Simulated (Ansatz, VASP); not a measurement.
## One calculation of Ba, two programs

```
Ba
1.0
    -2.38167    2.38167    2.38167
     2.38167   -2.38167    2.38167
     2.38167    2.38167   -2.38167
Ba
1
Direct
  0.00000 0.00000 0.00000
```

Alike in both runs: task relaxation of cell and atoms; functional LDA; k mesh 10 × 10 × 10; occupations gaussian, width 0.1 eV; no spin polarisation.

```csv
,VASP,Ansatz
version,VASP 6.6.1,Ansatz 0.2.0
potentials or method,"VASP PAW LDA potentials, release 64 (Ba_sv), cutoff 600 eV","scalar-relativistic, plane waves, PAW"
valence electrons in the cell,10,10
```

```tsv
	VASP	Ansatz	Ansatz less VASP
gap on the k mesh at the Fermi level, each at its own relaxed structure (eV)	none	none	-
relaxed volume (Å³/atom)	54.44	54.04	-0.399
relaxed cell length with the largest relative difference (Å)	4.135	4.125	-0.0101
```

Ansatz warns that its potentials were made for another functional, while VASP's fit it. LDA's correlation is that of Perdew and Zunger in VASP and of Perdew and Wang (1992) in Ansatz. A gap of «none» marks a metal or a gap that the smearing closes.

Neither program's run includes spin-orbit coupling.
